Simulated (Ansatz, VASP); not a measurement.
## C: VASP beside Ansatz

```
CELL_PARAMETERS angstrom
0.00000 1.36792 1.36792
1.36792 0.00000 1.36792
1.36792 1.36792 0.00000
ATOMIC_POSITIONS crystal
C 0.00000 0.00000 0.00000
```

Change from the starting cell: volume scaled by 0.7, LAPW.

Alike in both runs: task single point; functional PBE; k mesh 22 × 22 × 22; occupations fermi-dirac, width 0.1 eV; no spin polarisation.

|  | VASP | Ansatz |
| --- | --- | --- |
| version | VASP 6.6.1 | Ansatz 0.2.0 |
| potentials or method | VASP PAW PBE potentials, release 64 (C), cutoff 520 eV | all-electron LAPW, scalar-relativistic |

|  | VASP | Ansatz | Ansatz less VASP |
| --- | --- | --- | --- |
| pressure (GPa) | 103.2 | 102.6 | -0.55 |

Both programs put the cell under a high pressure, so it lies far from rest at this level. Ansatz ran all-electron here, and VASP with PAW potentials.

Noted on VASP's run: the cell as given lies far from equilibrium.
